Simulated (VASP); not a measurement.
Set up this calculation in VASP 6.6.1, as the native input.

| Quantity | Value |
| --- | --- |
| Task | single point |
| Functional | LDA |
| Potentials or basis | VASP PAW LDA potentials, release 64 (Na_pv, F) |
| Cutoff | 520 eV |
| k mesh | 8 × 8 × 8 |
| Occupations | fermi-dirac, width 0.05 eV |
| Spin | no spin polarisation |
| Dipole correction | no |
| Further INCAR settings | ALGO = Normal; EDIFF = 1e-07; NBANDS = 14 |

The structure of NaF (Villiaumite) lies in POSCAR:

```
NaF
1.0
    0.0000000000      2.3505298169      2.3505298169
    2.3505298169      0.0000000000      2.3505298169
    2.3505298169      2.3505298169      0.0000000000
Na F
1 1
Direct
    0.0000000000      0.0000000000      0.0000000000
    0.5000000000      0.5000000000      0.5000000000
```

These files were run (other wordings do the same):

INCAR

```
  PREC = Accurate
  ENCUT = 520
  EDIFF = 1E-7
  ISMEAR = -1
  SIGMA = 0.05
  LREAL = False
  LASPH = True
  NELM = 80
  ALGO = Normal
  ISIF = 2
  LWAVE = False
  LCHARG = True
  GGA = CA
  LELF = True
  LVHAR = True
  NBANDS = 14
```

KPOINTS

```
regular mesh
0
Gamma
  8 8 8
```

Potentials or basis: VASP PAW LDA potentials, release 64 (Na_pv, F).

The run is started by

```sh
$ cat potpaw_LDA.64/Na_pv/POTCAR potpaw_LDA.64/F/POTCAR > POTCAR
$ mpirun -np 1 vasp_std > vasp.out
```

It gave:

```yaml
Pressure: -5.9 GPa
Band_gap_on_the_k_mesh: 5.74 eV, direct
```

Wall time 24 s on 1 thread of AMD EPYC 7R13, with other jobs on the host, peak memory 0.14 GiB.
